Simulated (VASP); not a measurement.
# W (Pm-3m) in VASP: a series of runs

W is run at these levels: PBE; tasks: single point, relaxation of cell and atoms.

Everything below comes from runs of VASP 6.6.1. Logs are shortened: lines on timing, memory, paths and dates and some standing lists are left out, and cuts for length are marked.

### Step 1. The cell of the first run

The structure is cubic, space group Pm-3m (No. 221). The conventional cell has a = 2.312 Å, b = 2.312 Å, c = 2.312 Å, α = 90.00°, β = 90.00°, γ = 90.00°. Within 3.1 Å of W (site symmetry m-3m) lie 6 W at 2.31 Å.

### Step 2. Single point, PBE

Input file INCAR:

```
  ALGO = Normal
  EDIFF = 1E-6
  ENCUT = 520
  GGA = PE
  ISIF = 2
  ISMEAR = -1
  LASPH = True
  LCHARG = True
  LELF = True
  LREAL = False
  LVHAR = True
  LWAVE = False
  NBANDS = 13
  NELM = 60
  PREC = Accurate
  SIGMA = 0.1
```

Input file KPOINTS:

```
k-points
0
Gamma
  16 16 16
```

Input file POSCAR:

```
W
1.0
    2.3118438126      0.0000000000      0.0000000000
    0.0000000000      2.3118438126      0.0000000000
    0.0000000000      0.0000000000      2.3118438126
W
1
Direct
    0.0000000000      0.0000000000      0.0000000000
```

Potentials or basis: VASP PAW PBE potentials, release 64 (W_sv).

Run with:

```bash
$ cat potpaw_PBE.64/W_sv/POTCAR > POTCAR
$ mpirun -np 1 vasp_std > vasp.out
```

OUTCAR:

```text
EDIFF = 1E-6
   ENCUT = 520
   GGA = PE
   ISIF = 2
   ISMEAR = -1
   LASPH = True
   LREAL = False
   NELM = 60
   PREC = Accurate

 ion  position               nearest neighbor table
   1  0.000  0.000  0.000-

  LATTYP: Found a simple cubic cell.
 ALAT       =     2.3118438126

  Lattice vectors:

 A1 = (   2.3118438126,   0.0000000000,   0.0000000000)
 A2 = (   0.0000000000,   2.3118438126,   0.0000000000)
 A3 = (   0.0000000000,   0.0000000000,   2.3118438126)

Analysis of symmetry for initial positions (statically):
=====================================================================
 Subroutine PRICEL returns:
 Original cell was already a primitive cell.

 Routine SETGRP: Setting up the symmetry group for a
 simple cubic supercell.

 Subroutine GETGRP returns: Found 48 space group operations
 (whereof 48 operations were pure point group operations)
 out of a pool of 48 trial point group operations.

The static configuration has the point symmetry O_h .

Analysis of symmetry for dynamics (positions and initial velocities):
=====================================================================
 Subroutine PRICEL returns:
 Original cell was already a primitive cell.

 Routine SETGRP: Setting up the symmetry group for a
 simple cubic supercell.

 Subroutine GETGRP returns: Found 48 space group operations
 (whereof 48 operations were pure point group operations)
 out of a pool of 48 trial point group operations.

The dynamic configuration has the point symmetry O_h .

 Subroutine INISYM returns: Found 48 space group operations
 (whereof 48 operations are pure point group operations),
 and found     1 'primitive' translations

----------------------------------------------------------------------------------------

                                     Primitive cell

  volume of cell :      12.3559

  direct lattice vectors                    reciprocal lattice vectors
     2.311843813  0.000000000  0.000000000     0.432555173  0.000000000  0.000000000
     0.000000000  2.311843813  0.000000000     0.000000000  0.432555173  0.000000000
     0.000000000  0.000000000  2.311843813     0.000000000  0.000000000  0.432555173

  length of vectors
     2.311843813  2.311843813  2.311843813     0.432555173  0.432555173  0.432555173

  position of ions in fractional coordinates (direct lattice)
     0.000000000  0.000000000  0.000000000

  ion indices of the primitive-cell ions
   primitive index   ion index
                 1           1

----------------------------------------------------------------------------------------

 KPOINTS: k-points

Automatic generation of k-mesh.
 Grid dimensions read from file:
 generate k-points for:   16   16   16

 Generating k-lattice:

  Cartesian coordinates                     Fractional coordinates (reciprocal lattice)
     0.027034698  0.000000000  0.000000000     0.062500000  0.000000000  0.000000000
     0.000000000  0.027034698  0.000000000     0.000000000  0.062500000  0.000000000
     0.000000000  0.000000000  0.027034698     0.000000000  0.000000000  0.062500000

  Length of vectors
     0.027034698  0.027034698  0.027034698

  Shift w.r.t. Gamma in fractional coordinates (k-lattice)
     0.000000000  0.000000000  0.000000000

 Subroutine IBZKPT returns following result:
 ===========================================

 Found    165 irreducible k-points:

 Following reciprocal coordinates:
            Coordinates               Weight
  0.000000  0.000000  0.000000      1.000000
  0.062500  0.000000  0.000000      6.000000
  0.125000  0.000000  0.000000      6.000000
  0.187500  0.000000  0.000000      6.000000
  0.250000  0.000000  0.000000      6.000000
  0.312500  0.000000  0.000000      6.000000
[... 16 lines left out ...]
  0.437500  0.125000  0.000000     24.000000
  0.500000  0.125000  0.000000     12.000000
 [... further k-points ...]
   k-points           NKPTS =    165   k-points in BZ     NKDIM =    165   number of bands    NBANDS=     13
   number of dos      NEDOS =    301   number of ions     NIONS =      1
   total plane-waves  NPLWV =   5832
   dimension x,y,z NGX =    18 NGY =   18 NGZ =   18
   dimension x,y,z NGXF=    36 NGYF=   36 NGZF=   36
   ions per type =               1
   NGX,Y,Z   is equivalent  to a cutoff of  12.94, 12.94, 12.94 a.u.
   NGXF,Y,Z  is equivalent  to a cutoff of  25.89, 25.89, 25.89 a.u.
 SYSTEM =  unknown system
   PREC   = accura    normal or accurate (medium, high low for compatibility)
   ISTART =      0    job   : 0-new  1-cont  2-samecut
   ICHARG =      2    charge: 1-file 2-atom 10-const
   ISPIN  =      1    spin polarized calculation?
   LNONCOLLINEAR =      F non collinear calculations
   LSORBIT =      F    spin-orbit coupling
   LASPH  =      T    aspherical Exc in radial PAW
   ENCUT  =  520.0 eV  38.22 Ry    6.18 a.u.   4.30  4.30  4.30*2*pi/ulx,y,z
   NELM   =     60;   NELMIN=  2; NELMDL= -5     # of ELM steps
   EDIFF  = 0.1E-05   stopping-criterion for ELM
   LREAL  =      F    real-space projection
[... 7 lines left out ...]
   TEBEG  =    0.0;   TEEND  =   0.0 temperature during run
   PSTRESS=    0.0 pullay stress
   NELECT =      14.0000    total number of electrons
   NUPDOWN=      -1.0000    fix difference up-down
   EMIN   =  10.00;   EMAX   =-10.00  energy-range for DOS
   EFERMI =   0.00;   METHOD = LEGACY
   ISMEAR =    -1;   SIGMA  =   0.10  broadening in eV -4-tet -1-fermi 0-gaus
   EFERMI_NEDOS =   21; number of points for ismear=-14 and -15
   IALGO  =     38    algorithm
   IMIX   =      4    mixing-type and parameters
     AMIX     =   0.40;   BMIX     =  1.00
     AMIX_MAG =   1.60;   BMIX_MAG =  1.00
  volume/ion in A,a.u.               =      12.36        83.38
  Fermi-wavevector in a.u.,A,eV,Ry     =   1.706707  3.225209 39.631723  2.912849
  Thomas-Fermi vector in A             =   2.785694
   LORBIT       =      0    0 simple, 1 ext, 2 COOP (PROOUT), +10 PAW based schemes
   GGA     = PE    functional components
   LHFCALC =     F    Hartree Fock is set to
   AEXX    =    0.0000 exact exchange contribution
   IVDW    =     0    specifies the selected vdW correction
   LEPSILON=     F    determine dielectric tensor
   LRPA    =     F    only Hartree local field effects (RPA)
 non-spin polarized calculation
  energy-cutoff  :      520.00
  volume of cell :       12.36
 maximum number of plane-waves:       344
 NGX is ok and might be reduce to    18
   NGX =  9   NGY =  9   NGZ =  9

 number of electron      14.0000004 magnetization

 Free energy of the ion-electron system (eV)
  ---------------------------------------------------
  ext. energy  EPLUGINS =         0.00000000
  ---------------------------------------------------
  free energy    TOTEN  =        -8.85970637 eV

  energy without entropy =       -8.82707866  energy(sigma->0) =       -8.84339252

 E-fermi :  15.2791     XC(G=0): -14.9597

 val. band max:       15.2755739660   @ k =   0.5000   0.3750   0.1875
 cond. band min:      15.2796586953   @ k =   0.3750   0.1250   0.1250
 fundamental gap:      0.0040847293
 Fermi energy:        15.2791021059

 k-point     1 :       0.0000    0.0000    0.0000
  band No.  band energies     occupation
      1     -58.9888      2.00000
      2     -21.5057      2.00000
      3     -21.5057      2.00000
      4     -21.5057      2.00000
      5       4.8457      2.00000
      6       8.3089      2.00000
      7       8.3089      2.00000
      8      23.1302      0.00000
      9      23.1302      0.00000
     10      23.1302      0.00000
     11      33.9368      0.00000
     12      33.9368      0.00000
     13      33.9368      0.00000

 k-point     2 :       0.0625    0.0000    0.0000
  band No.  band energies     occupation
      1     -58.9725      2.00000
      2     -21.6828      2.00000
      3     -21.4913      2.00000
      4     -21.4913      2.00000
      5       5.0478      2.00000
      6       8.3618      2.00000
      7       8.5838      2.00000
      8      22.6870      0.00000
      9      22.6870      0.00000
     10      23.1587      0.00000
     11      33.0404      0.00000
     12      34.4158      0.00000
     13      34.4158      0.00000

 k-point     3 :       0.1250    0.0000    0.0000
  band No.  band energies     occupation
      1     -58.9262      2.00000
      2     -22.1691      2.00000
      3     -21.4500      2.00000
      4     -21.4500      2.00000
      5       5.5663      2.00000
      6       8.5156      2.00000
      7       9.4259      2.00000
      8      21.5990      0.00000
      9      21.5990      0.00000
     10      23.2406      0.00000
     11      31.1836      0.00000
     12      35.5846      0.00000
     13      35.5846      0.00000
[... 305 lines left out ...]
 k-point    23 :       0.4375    0.1250    0.0000
  band No.  band energies     occupation
      1     -58.5078      2.00000
      2     -25.1442      2.00000
      3     -21.7463      2.00000
      4     -21.0767      2.00000
      5       9.5608      2.00000
      6      10.9973      2.00000
      7      12.4577      2.00000
      8      16.6836      0.00000
      9      18.5427      0.00000
     10      22.6129      0.00000
     11      29.5189      0.00000
     12      31.8585      0.00000
     13      37.6930      0.00000

 k-point    24 :       0.5000    0.1250    0.0000
  band No.  band energies     occupation
      1     -58.4908      2.00000
      2     -25.2676      2.00000
      3     -21.7290      2.00000
      4     -21.0614      2.00000
      5       9.7722      2.00000
      6      11.2454      2.00000
      7      12.0772      2.00000
      8      16.5082      0.00001
      9      18.6476      0.00000
     10      22.6527      0.00000
     11      30.3924      0.00000
     12      31.5405      0.00000
     13      38.4337      0.00000

 [... further k-points ...]

------------------------ aborting loop because EDIFF is reached ----------------------------------------

  FORCE on cell =-STRESS in cart. coord.  units (eV):
  Direction    XX          YY          ZZ          XY          YZ          ZX
  --------------------------------------------------------------------------------------
  -------------------------------------------------------------------------------------
  Total       15.2930823     15.2930823     15.2930823     -0.0000000     -0.0000000     -0.0000000
  in kB     1983.0338948   1983.0338948   1983.0338948     -0.0000000     -0.0000000     -0.0000000
  external PRESSURE =    1983.0338948 kB  Pullay stress =       0.0000000 kB

 VOLUME and BASIS-vectors are now :
 -----------------------------------------------------------------------------
  energy-cutoff  :      520.00
  volume of cell :       12.36
      direct lattice vectors                 reciprocal lattice vectors
     2.311843813  0.000000000  0.000000000     0.432555173  0.000000000  0.000000000
     0.000000000  2.311843813  0.000000000     0.000000000  0.432555173  0.000000000
     0.000000000  0.000000000  2.311843813     0.000000000  0.000000000  0.432555173

 POSITION                                       TOTAL-FORCE (eV/Angst)
 -----------------------------------------------------------------------------------
      0.00000      0.00000      0.00000         0.000000      0.000000      0.000000
 -----------------------------------------------------------------------------------
    total drift:                               -0.000000      0.000000     -0.000000

  FREE ENERGIE OF THE ION-ELECTRON SYSTEM (eV)
  ---------------------------------------------------
  free  energy   TOTEN  =        -8.8597063664 eV

  energy  without entropy=       -8.8270786639  energy(sigma->0) =       -8.84339252
```

Wall time 9.7 s (1 thread of AMD EPYC 9R45 (Zen 5), shared host); peak memory 0.11 GiB.

What came out:

| Property | Result |
| --- | --- |
| Free energy | -8.8597 eV |
| Pressure | 198.3 GPa |
| Band gap on the k mesh | zero (band 7 reaches 18.04 eV, above the bottom of band 8 at 13.65 eV) |

Levels at points of the mesh, in eV from the Fermi level:
| k point | band 3 | band 4 | band 5 | band 6 | band 7 | band 8 | band 9 | band 10 | band 11 | band 12 |
| --- | --- | --- | --- | --- | --- | --- | --- | --- | --- | --- |
| (0.00, 0.00, 0.00) | -36.78 | -36.78 | -10.43 | -6.97 | -6.97 | 7.85 | 7.85 | 7.85 | 18.66 | 18.66 |
| (0.50, 0.00, 0.00) | -36.39 | -36.39 | -6.05 | -5.35 | -0.23 | 1.04 | 1.04 | 8.65 | 14.58 | 15.32 |
| (0.50, 0.50, 0.00) | -40.01 | -36.03 | -9.41 | -3.69 | 2.47 | 2.47 | 7.52 | 7.52 | 12.54 | 18.99 |
| (0.50, 0.50, 0.50) | -39.46 | -39.46 | -6.78 | -6.78 | -6.78 | 6.07 | 13.12 | 13.12 | 18.99 | 18.99 |

Caveat: spin-orbit coupling is left out, which moves the levels of the heavy elements.

### Step 3. Single point, PBE

INCAR, as its differences from that of step 2:

```diff
@@ -7,6 +7,4 @@
   LASPH = True
-  LCHARG = True
-  LELF = True
+  LCHARG = False
   LREAL = False
-  LVHAR = True
   LWAVE = False
```

KPOINTS is that of step 2.

Input file POSCAR:

```
W
1.0
    2.3127543083      0.0000000000      0.0000000000
    0.0000000000      2.3127543083      0.0000000000
    0.0000000000      0.0000000000      2.3127543083
W
1
Direct
    0.0000000000      0.0000000000      0.0000000000
```

Potentials or basis: VASP PAW PBE potentials, release 64 (W_sv).

Run with:

```bash
$ cat potpaw_PBE.64/W_sv/POTCAR > POTCAR
$ mpirun -np 1 vasp_std > vasp.out
```

OUTCAR:

```text
EDIFF = 1E-6
   ENCUT = 520
   GGA = PE
   ISIF = 2
   ISMEAR = -1
   LASPH = True
   LREAL = False
   NELM = 60
   PREC = Accurate

 ion  position               nearest neighbor table
   1  0.000  0.000  0.000-

  LATTYP: Found a simple cubic cell.
 ALAT       =     2.3127543083

  Lattice vectors:

 A1 = (   2.3127543083,   0.0000000000,   0.0000000000)
 A2 = (   0.0000000000,   2.3127543083,   0.0000000000)
 A3 = (   0.0000000000,   0.0000000000,   2.3127543083)

Analysis of symmetry for initial positions (statically):
=====================================================================
 Subroutine PRICEL returns:
 Original cell was already a primitive cell.

 Routine SETGRP: Setting up the symmetry group for a
 simple cubic supercell.

 Subroutine GETGRP returns: Found 48 space group operations
 (whereof 48 operations were pure point group operations)
 out of a pool of 48 trial point group operations.

The static configuration has the point symmetry O_h .

Analysis of symmetry for dynamics (positions and initial velocities):
[... 169 lines left out ...]
      4     -21.5291      2.00000
      5       4.8298      2.00000
      6       8.2982      2.00000
      7       8.2982      2.00000
      8      23.0983      0.00000
      9      23.0983      0.00000
     10      23.0983      0.00000
     11      33.9022      0.00000
     12      33.9022      0.00000
     13      33.9022      0.00000
[... 354 lines left out ...]
  band No.  band energies     occupation
      1     -58.5105      2.00000
      2     -25.2796      2.00000
      3     -21.7516      2.00000
      4     -21.0863      2.00000
      5       9.7551      2.00000
      6      11.2278      2.00000
      7      12.0607      2.00000
      8      16.4876      0.00001
      9      18.6218      0.00000
     10      22.6218      0.00000
     11      30.3509      0.00000
     12      31.5153      0.00000
     13      38.3947      0.00000

 [... further k-points ...]

------------------------ aborting loop because EDIFF is reached ----------------------------------------

  FORCE on cell =-STRESS in cart. coord.  units (eV):
  Direction    XX          YY          ZZ          XY          YZ          ZX
  --------------------------------------------------------------------------------------
  -------------------------------------------------------------------------------------
  Total       15.2299314     15.2299314     15.2299314     -0.0000000     -0.0000000      0.0000000
  in kB     1972.5137217   1972.5137217   1972.5137217     -0.0000000     -0.0000000      0.0000000
  external PRESSURE =    1972.5137217 kB  Pullay stress =       0.0000000 kB

 VOLUME and BASIS-vectors are now :
 -----------------------------------------------------------------------------
  energy-cutoff  :      520.00
  volume of cell :       12.37
      direct lattice vectors                 reciprocal lattice vectors
     2.312754308  0.000000000  0.000000000     0.432384883  0.000000000  0.000000000
     0.000000000  2.312754308  0.000000000     0.000000000  0.432384883  0.000000000
     0.000000000  0.000000000  2.312754308     0.000000000  0.000000000  0.432384883

 POSITION                                       TOTAL-FORCE (eV/Angst)
 -----------------------------------------------------------------------------------
      0.00000      0.00000      0.00000         0.000000      0.000000      0.000000
 -----------------------------------------------------------------------------------
    total drift:                               -0.000000      0.000000     -0.000000

  FREE ENERGIE OF THE ION-ELECTRON SYSTEM (eV)
  ---------------------------------------------------
  free  energy   TOTEN  =        -8.8777433447 eV

  energy  without entropy=       -8.8451004433  energy(sigma->0) =       -8.86142189
```

OSZICAR:

```text
N       E                     dE             d eps       ncg     rms          rms(c)
DAV:   1     0.880575572464E+02    0.88058E+02   -0.74200E+03  4372   0.127E+03
DAV:   2    -0.764243674875E+01   -0.95700E+02   -0.91377E+02  4770   0.325E+02
DAV:   3    -0.915062002371E+01   -0.15082E+01   -0.15039E+01  4815   0.393E+01
DAV:   4    -0.915520968774E+01   -0.45897E-02   -0.45896E-02  4855   0.239E+00
DAV:   5    -0.915523733015E+01   -0.27642E-04   -0.27643E-04  4935   0.175E-01    0.356E+01
DAV:   6    -0.895861964514E+01    0.19662E+00   -0.81058E-02  4470   0.392E+00    0.190E+01
DAV:   7    -0.887963061523E+01    0.78989E-01   -0.72877E-02  4750   0.356E+00    0.568E-01
DAV:   8    -0.887772900395E+01    0.19016E-02   -0.46645E-03  4470   0.957E-01    0.514E-02
DAV:   9    -0.887773793582E+01   -0.89319E-05   -0.41846E-05  4860   0.813E-02    0.204E-02
DAV:  10    -0.887774372401E+01   -0.57882E-05   -0.38485E-06  4765   0.240E-02    0.112E-02
DAV:  11    -0.887774334472E+01    0.37930E-06   -0.64272E-08  2385   0.273E-03
   1 F= -.88777433E+01 E0= -.88614219E+01  d E =-.326429E-01
```

Wall time 10 s (1 thread of AMD EPYC 9R45 (Zen 5), shared host); peak memory 0.1 GiB.

What came out:

- Free energy: -8.8777 eV
- Pressure: 197.3 GPa
- Band gap on the k mesh: zero (band 7 reaches 18.01 eV, above the bottom of band 8 at 13.63 eV)

Levels at points of the mesh, in eV from the Fermi level:
```
           k point  band 3  band 4  band 5  band 6  band 7  band 8  band 9  band 10  band 11  band 12
(0.00, 0.00, 0.00)  -36.79  -36.79  -10.43   -6.96   -6.96    7.84    7.84     7.84    18.65    18.65
(0.50, 0.00, 0.00)  -36.40  -36.40   -6.05   -5.34   -0.23    1.05    1.05     8.64    14.58    15.30
(0.50, 0.50, 0.00)  -40.01  -36.03   -9.39   -3.69    2.47    2.47    7.51     7.51    12.53    18.97
(0.50, 0.50, 0.50)  -39.46  -39.46   -6.77   -6.77   -6.77    6.08   13.10    13.10    18.97    18.97
```

Caveat: spin-orbit coupling is left out, which moves the levels of the heavy elements.

[end of part 1 of 2]
